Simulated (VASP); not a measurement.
Li2Cr, 3 atoms in the cell. Symmetry: I4/mmm, No. 139, tetragonal system. Conventional cell: a = 3.047 Å, b = 3.047 Å, c = 7.474 Å, α = 90.00°, β = 90.00°, γ = 90.00°. Within 3.3 Å of Li (site symmetry 4mm) lie 9 Li at 2.47 to 3.05 Å and 5 Cr at 2.48 to 2.50 Å. Cr (site symmetry 4/mmm) has 10 Li at 2.48 to 2.50 Å and 4 Cr at 3.05 Å within 3.3 Å. 

- Program: VASP 6.6.1
- Task: relaxation of cell and atoms
- Functional: PBE
- Potentials or basis: VASP PAW PBE potentials, release 64 (Li_sv, Cr_pv)
- Cutoff: 600 eV
- k mesh: 8 × 8 × 8
- Occupations: gaussian, width 0.1 eV
- Spin: collinear spin, ferromagnetic start
- Starting moments: [0.0, 0.0, 3.54] μB
- Dipole correction: no
- Further INCAR settings: ALGO = Normal; EDIFF = 1e-06; IBRION = 2; EDIFFG = -0.04; NSW = 90; ISIF = 3

Potentials or basis: VASP PAW PBE potentials, release 64 (Li_sv, Cr_pv).

The run is started by

```bash
$ cat potpaw_PBE.64/Li_sv/POTCAR potpaw_PBE.64/Cr_pv/POTCAR > POTCAR
$ mpirun -np 1 vasp_std > vasp.out
```

Hardware: 1 thread of Intel Xeon 6975P-C, on a shared host.

Estimate the wall time of this run.

Wall time 12 min on 1 thread of Intel Xeon 6975P-C, on a shared host, peak memory 0.29 GiB. Counts: scf iterations 101, k points 59, ion steps 9.
